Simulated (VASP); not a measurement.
Crystal: Sc.

```
CELL_PARAMETERS angstrom
5.20838 0.00000 0.00000
-2.60419 4.51059 0.00000
0.00000 0.00000 3.19273
ATOMIC_POSITIONS crystal
Sc 0.00000 0.00000 0.00000
Sc 0.33333 0.66667 0.50000
Sc 0.66667 0.33333 0.50000
```

| Item | Value |
| --- | --- |
| Program | VASP 6.6.1 |
| Task | relaxation of cell and atoms |
| Functional | LDA |
| Potentials or basis | VASP PAW LDA potentials, release 64 (Sc_sv) |
| Cutoff | 600 eV |
| k mesh | 7 × 7 × 10 |
| Occupations | fermi-dirac, width 0.1 eV |
| Spin | no spin polarisation |

At the start: pressure -5.4 GPa; volume 25.00 Å³/atom.

Q: Where does the relaxation end?

A: Over 7 steps the energy falls by 50.4 meV/atom and the volume is 22.40 Å³/atom (-10.4 %); space group P6/mmm (No. 191, to 0.05 Å).

Step by step:
```tsv
step	energy change (eV)	largest force (eV/Å)	pressure (GPa)	volume (Å³)
1	0.0000	0.0000	-5.41	75.01
2	-0.1463	0.0000	0.93	66.20
3	-0.1487	0.0000	0.12	67.09
4	-0.1486	0.0000	-0.02	67.24
5	-0.1506	0.0000	-0.06	67.30
6	-0.1511	0.0000	-0.10	67.34
7	-0.1511	0.0000	0.04	67.19
```

Final structure:
```yaml
crystal:
  lattice:
    - [4.97318, 0.00000, 0.00000]
    - [-2.48659, 4.30690, 0.00000]
    - [0.00000, 0.00000, 3.13672]
  atoms:
    - { symbol: Sc, position: [0.00000, 0.00000, 0.00000] }
    - { symbol: Sc, position: [0.33333, 0.66667, 0.50000] }
    - { symbol: Sc, position: [0.66667, 0.33333, 0.50000] }
```
